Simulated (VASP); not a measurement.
A run of VASP 6.6.1:

File INCAR:

```
SYSTEM = Ca
  PREC = Accurate
  ENCUT = 520
  EDIFF = 1E-7
  ISMEAR = 0
  SIGMA = 0.1
  LREAL = .FALSE.
  LASPH = .TRUE.
  NELM = 80
  ALGO = Fast
  ISIF = 2
  LWAVE = .FALSE.
  LCHARG = .TRUE.
  LDIPOL = .TRUE.
  IDIPOL = 3
  DIPOL = 0.5 0.5 0.500
  GGA = CA
  LELF = .TRUE.
  LVHAR = .TRUE.
  LVACPOTAV = .TRUE.
  NBANDS = 44
```

The input KPOINTS:

```
regular mesh
0
G
  9 7 1
  0 0 0
```

POSCAR

```
Ca
1.0
    3.7750735674      0.0000000000      0.0000000000
    0.0000000000      5.3387602380      0.0000000000
    0.0000000000      0.0000000000     26.3252207023
Ca
7
Direct
    0.5000000000      0.5000000000      0.2848978964
    0.0000000000      0.0000000000      0.3565985976
    0.5000000000      0.5000000000      0.4282992988
    0.0000000000      0.0000000000      0.5000000000
    0.5000000000      0.5000000000      0.5717007012
    0.0000000000      0.0000000000      0.6434014024
    0.5000000000      0.5000000000      0.7151021036
```

Potentials or basis: VASP PAW LDA potentials, release 64 (Ca_sv).

Command:

```sh
$ cat potpaw_LDA.64/Ca_sv/POTCAR > POTCAR
$ mpirun -np 1 vasp_std > vasp.out
```

Hardware: 1 thread of Intel Xeon 8259CL, with other jobs on the host.

Q: Estimate the wall time of this run.

A: It took 43 min on 1 thread of Intel Xeon 8259CL (shared host), peak memory 0.55 GiB. Counts: scf iterations 36, k points 20.
